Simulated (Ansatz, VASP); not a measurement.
**Ta2N in VASP and in Ansatz**

The input INCAR:

```
SYSTEM = Ta2N
PREC = Accurate ; ENCUT = 520
EDIFF = 1E-6 ; ISMEAR = 0
SIGMA = 0.15 ; LREAL = .FALSE.
LASPH = .TRUE. ; NELM = 100
ALGO = Normal ; ISIF = 2
LWAVE = .FALSE. ; LCHARG = .TRUE.
GGA = CA ; LELF = .TRUE.
LVHAR = .TRUE. ; NBANDS = 50
```

The input KPOINTS:

```
Automatic mesh
0
G
  9 9 8
  0 0 0
```

POSCAR

```
Ta2N
1.0
    5.3378662704      0.0000000000      0.0000000000
   -2.6689331352      4.6227277921      0.0000000000
    0.0000000000      0.0000000000      4.6861127988
Ta N
6 3
Direct
    0.6191173904      0.6191173904      0.7526041962
    0.0000000000      0.3808826096      0.7526041962
    0.3808826096      0.0000000000      0.7526041962
    0.3808826096      0.3808826096      0.2473958038
    0.0000000000      0.6191173904      0.2473958038
    0.6191173904      0.0000000000      0.2473958038
    0.6666666667      0.3333333333      0.5000000000
    0.3333333333      0.6666666667      0.5000000000
    0.0000000000      0.0000000000      0.0000000000
```

Input for Ansatz:

```yaml
crystal:
  lattice:
    - [5.3378662704, 0.0, 0.0]
    - [-2.6689331352, 4.6227277921, 0.0]
    - [0.0, 0.0, 4.6861127988]
  atoms:
    - { symbol: Ta, position: [0.6191173904, 0.6191173904, 0.7526041962] }
    - { symbol: Ta, position: [0.0, 0.3808826096, 0.7526041962] }
    - { symbol: Ta, position: [0.3808826096, 0.0, 0.7526041962] }
    - { symbol: Ta, position: [0.3808826096, 0.3808826096, 0.2473958038] }
    - { symbol: Ta, position: [0.0, 0.6191173904, 0.2473958038] }
    - { symbol: Ta, position: [0.6191173904, 0.0, 0.2473958038] }
    - { symbol: "N", position: [0.6666666667, 0.3333333333, 0.5] }
    - { symbol: "N", position: [0.3333333333, 0.6666666667, 0.5] }
    - { symbol: "N", position: [0.0, 0.0, 0.0] }
basis:
  ecutwfc: 520.0
kpoints:
  mp_grid: { grid: [9, 9, 8] }
hamiltonian:
  xc: lda
  pseudopotentials: { kind: paw, azcp: { folder: soft_1 } }
scf:
  occupations: { method: gaussian, width: 0.15 }
output:
  forces: true
  stress: true
  eigenvalues: true
```

Alike in both runs: task single point; functional LDA; k mesh 9 × 9 × 8; occupations gaussian, width 0.15 eV; no spin polarisation.

|  | VASP | Ansatz |
| --- | --- | --- |
| version | VASP 6.6.1 | Ansatz 0.2.0 |
| potentials or method | VASP PAW LDA potentials, release 64 (Ta_pv, N), cutoff 520 eV | scalar-relativistic, plane waves, PAW |
| valence electrons in the cell | 81 | 93 |

|  | VASP | Ansatz | Ansatz less VASP |
| --- | --- | --- | --- |
| gap on the k mesh at the Fermi level (eV) | none | none | - |
| pressure (GPa) | 20.3 | 18.5 | -1.74 |
| traceless stress, the component that is largest in VASP (GPa) | 11.20 | 11.15 | -0.053 |
| rms of the force components (eV/Å) | 3.010 | 2.980 | -0.0292 |

Ansatz warns that its potentials were made for another functional, while VASP's fit it. LDA's correlation is that of Perdew and Zunger in VASP and of Perdew and Wang (1992) in Ansatz. Atom by atom the forces differ by 0.032 eV/Å (rms over components). A gap of «none» marks a metal or a gap that the smearing closes. VASP's potentials hold 81 valence electrons a cell and Ansatz's 93, so a difference there can come from the potentials and not from the codes.

Spin-orbit coupling is off throughout.
